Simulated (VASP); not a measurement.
Runs of VASP 6.6.1 on Ta. The structure is that of space group I4/mmm (No. 139), or close to it. The cells are those of the table. 

```tsv
cell	gap on the mesh (eV)	pressure (GPa)
a = 2.750 Å, angles 112.9, 112.9, 102.7°, 1 atom	none	29.7
a = 2.824 Å, angles 111.7, 111.7, 105.1°, 1 atom	none	(b)
a = 2.792 Å, angles 114.1, 114.1, 100.6°, 1 atom	none	19.5
a = 2.865 Å, angles 106.3, 106.3, 115.9°, 1 atom	none	(a)
a = 2.865 Å, angles 112.8, 112.8, 103.0°, 1 atom	none	-1.7
```

Alike in all rows: task single point; level PBEsol; potentials or basis VASP PAW PBE potentials, release 64 (Ta_pv); no spin polarisation; k mesh 20 × 20 × 20; cutoff (eV) 520; smearing gaussian 0.15 eV.

**Question.** Fill in the values left out.

**Answer.** (a) -1.3; (b) 5.9.

Caveats: the PAW data sets were made with another functional, which shifts forces and pressure a little; spin-orbit coupling is left out, which moves the levels of the heavy elements; the stress differs along the axes, from 18 to 36 GPa (at least some runs); the stress differs along the axes, from -0 to 9 GPa (at least some runs); the stress differs along the axes, from 6 to 26 GPa (at least some runs); the stress differs along the axes, from -4 to 5 GPa (at least some runs); the stress differs along the axes, from -9 to 2 GPa (at least some runs).

A k mesh can miss the band edges, and the runs leave out spin-orbit coupling on Ta.

A gap of «none» marks levels without a gap at the run's occupations.
